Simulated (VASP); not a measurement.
TiO2: single point with r2SCAN+U

TiO2:

```
Ti O
1.0
     4.55271    0.00000    0.00000
     0.00000    4.55271    0.00000
     0.00000    0.00000    3.08297
Ti O
2 4
Direct
  0.50000 0.50000 0.00000
  0.00000 0.00000 0.50000
  0.69432 0.69432 0.50000
  0.80568 0.19432 0.00000
  0.19432 0.80568 0.00000
  0.30568 0.30568 0.50000
```

This cell differs from its parent crystal: uniaxial strain along c: +3.0 %, then relaxed in part.

```yaml
Program: VASP 6.6.1
Task: single point
Functional: r2SCAN
Potentials_or_basis: VASP PAW PBE potentials, release 64 (Ti_sv, O)
Cutoff: 520 eV
k_mesh: 6 × 6 × 8
Occupations: gaussian, width 0.02 eV
Spin: no spin polarisation
Hubbard_terms: Ti d U = 4.0 eV
```

The pressure is 0.8 GPa, the largest force is 0.086 eV/Å and the band gap on the k mesh is 2.74 eV.

Forces on the atoms (eV/Å):
```
Ti   0.000  0.000  0.000
Ti   0.000  0.000  0.000
O    0.061  0.061  0.000
O   -0.061  0.061  0.000
O    0.061 -0.061  0.000
O   -0.061 -0.061  0.000
```

Stress tensor (GPa, compression positive):
```
 4.31  0.00  0.00
 0.00  4.31  0.00
 0.00  0.00 -6.09
```

Levels at points of the mesh, in eV from the valence-band top:
```csv
k point,band 21,band 22,band 23,band 24,band 25,band 26,band 27,band 28
"(0.00, 0.00, 0.00)",-1.00,-0.50,-0.50,0.00,2.74,3.07,3.18,3.23
"(0.50, 0.00, 0.00)",-1.99,-1.99,-0.79,-0.79,3.37,3.37,3.82,3.82
"(0.50, 0.50, 0.00)",-1.72,-1.72,-1.13,-1.13,2.78,2.78,3.26,3.26
"(0.00, 0.00, 0.50)",-2.45,-2.45,-1.47,-1.47,3.73,3.73,3.79,3.79
"(0.50, 0.00, 0.50)",-1.98,-1.98,-1.11,-1.11,2.79,2.79,3.82,3.82
"(0.50, 0.50, 0.50)",-1.27,-1.27,-0.72,-0.72,3.40,3.40,3.83,3.83
```

Eigenvalues of the final occupation matrices:
```tsv
site	spin	trace	eigenvalues
site 1 d	1	0.74	0.06 0.09 0.09 0.25 0.25
site 1 d	2	0.74	0.06 0.09 0.09 0.25 0.25
site 2 d	1	0.74	0.06 0.09 0.09 0.25 0.25
site 2 d	2	0.74	0.06 0.09 0.09 0.25 0.25
```

Run time: 5.6 min on 1 thread of Intel Xeon 8259CL, with other jobs on the host, peak memory 0.23 GiB.

Caveat: the cell differs from its parent crystal (uniaxial strain along c: +3.0 %, then relaxed in part); the PAW data sets were made with another functional, which shifts forces and pressure a little. A k mesh can miss the band edges.
